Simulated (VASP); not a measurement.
Here is a VASP 6.6.1 calculation.

The input POSCAR:

```
CuO
1.0
    2.3463500000     -1.7141500000      0.0000000000
    2.3463500000      1.7141500000      0.0000000000
   -0.8519200000      0.0000000000      5.0658700000
Cu O
2 2
Direct
    0.0033000000      0.4967000000      0.0000000000
    0.4967000000      0.0033000000      0.5000000000
    0.5719000000      0.4073000000      0.2602000000
    0.4073000000      0.5719000000      0.7602000000
```

The input INCAR.step1:

```
SYSTEM = CuO
PREC = Accurate ; ENCUT = 520
ISMEAR = -1 ; SIGMA = 0.05
LREAL = .FALSE. ; LASPH = .TRUE.
NELM = 150 ; ISPIN = 2
MAGMOM = 1 0 0 0 ; LMAXMIX = 4
NBANDS = 29 ; GGA = PE
ALGO = Normal ; EDIFF = 1E-4
LWAVE = .TRUE. ; LCHARG = .FALSE.
LUSENCCL = .FALSE.
```

Contents of INCAR.step2:

```
SYSTEM = CuO
PREC = Accurate ; ENCUT = 520
EDIFF = 1E-6 ; ISMEAR = -1
SIGMA = 0.05 ; LREAL = .FALSE.
LASPH = .TRUE. ; NELM = 150
ALGO = Normal ; ISIF = 2
LWAVE = .FALSE. ; LCHARG = .TRUE.
ISPIN = 2 ; MAGMOM = 1 0 0 0
LORBIT = 11 ; LMAXMIX = 4
METAGGA = R2SCAN ; LMIXTAU = .TRUE.
LELF = .TRUE. ; LVHAR = .TRUE.
NBANDS = 29 ; ISTART = 1
LUSENCCL = .FALSE.
```

Contents of KPOINTS:

```
Automatic mesh
0
G
  7 7 4
  0 0 0
```

Potentials or basis: VASP PAW PBE potentials, release 64 (Cu, O).

Command:

```bash
$ cat potpaw_PBE.64/Cu/POTCAR potpaw_PBE.64/O/POTCAR > POTCAR
$ cp INCAR.step1 INCAR
$ mpirun -np 1 vasp_std > vasp.out
$ cp INCAR.step2 INCAR
$ mpirun -np 1 vasp_std > vasp.out
```

(1) Predict the band gap on the k mesh.

(2) What does it give for the pressure?

(3) Estimate the net moment.

(4) Predict the largest force.

Answers

(1) zero (filled and empty bands overlap).

(2) -0.3 GPa.

(3) 0.00 μB per cell.

(4) 0.992 eV/Å.

Caveat: the PAW data sets were made with another functional, which shifts forces and pressure a little; semilocal functionals often make such compounds metallic where correlation or magnetic order opens a gap, which also shifts bond lengths.
